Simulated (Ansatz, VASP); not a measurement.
# SnTe in VASP and in Ansatz

File POSCAR:

```
SnTe
1.0
    0.0000000000      3.1893303407      3.1893303407
    3.1893303407      0.0000000000      3.1893303407
    3.1893303407      3.1893303407      0.0000000000
Sn Te
1 1
Direct
    0.0000000000      0.0000000000      0.0000000000
    0.5000000000      0.5000000000      0.5000000000
```

File INCAR.step1:

```
PREC = Accurate
ENCUT = 520
EDIFF = 1E-5
ISMEAR = 1
SIGMA = 0.2
LREAL = False
LASPH = True
NELM = 80
ALGO = Normal
ISIF = 2
LWAVE = True
LCHARG = False
GGA = PE
NBANDS = 17
```

Contents of INCAR.step2:

```
PREC = Accurate
ENCUT = 520
EDIFF = 1E-6
ISMEAR = 1
SIGMA = 0.2
LREAL = False
LASPH = True
NELM = 80
ALGO = Normal
ISIF = 2
LWAVE = False
LCHARG = False
GGA = PE
LHFCALC = True
HFSCREEN = 0.2079
PRECFOCK = Normal
ISTART = 1
NBANDS = 17
```

File KPOINTS:

```
regular mesh
0
Gamma
  4 4 4
```

Input for Ansatz:

```yaml
crystal:
  lattice:
    - [0.0, 3.1893303407, 3.1893303407]
    - [3.1893303407, 0.0, 3.1893303407]
    - [3.1893303407, 3.1893303407, 0.0]
  atoms:
    - { symbol: Sn, position: [0.0, 0.0, 0.0] }
    - { symbol: Te, position: [0.5, 0.5, 0.5] }
kpoints:
  mp_grid: { grid: [4, 4, 4] }
hamiltonian:
  xc: hse06
scf:
  occupations: { method: methfessel_paxton, width: 0.2 }
  n_extra_bands: 4
output:
  forces: true
  stress: true
  eigenvalues: true
```

Alike in both runs: task single point; functional HSE06; k mesh 4 × 4 × 4; occupations methfessel-paxton of order 1, width 0.2 eV; no spin polarisation.

|  | VASP | Ansatz |
| --- | --- | --- |
| version | VASP 6.6.1 | Ansatz 0.2.0 |
| potentials or method | VASP PAW PBE potentials, release 64 (Sn_d, Te) | plane waves |
| plane-wave cutoff (eV) | 520 | 420 |
| valence electrons in the cell | 20 | 30 |

```tsv
	VASP	Ansatz	Ansatz less VASP
pressure (GPa)	-0.7	-0.4	+0.29
```

With one functional, cell and mesh, what is left measures potentials, basis and numerics. VASP's potentials hold 20 valence electrons a cell and Ansatz's 30, so a difference there can come from the potentials and not from the codes. Ansatz's warnings: stress exchange threshold loose, stress scf threshold loose.

The k mesh is coarse, so the values compare programs but aren't converged. Spin-orbit coupling is off throughout.
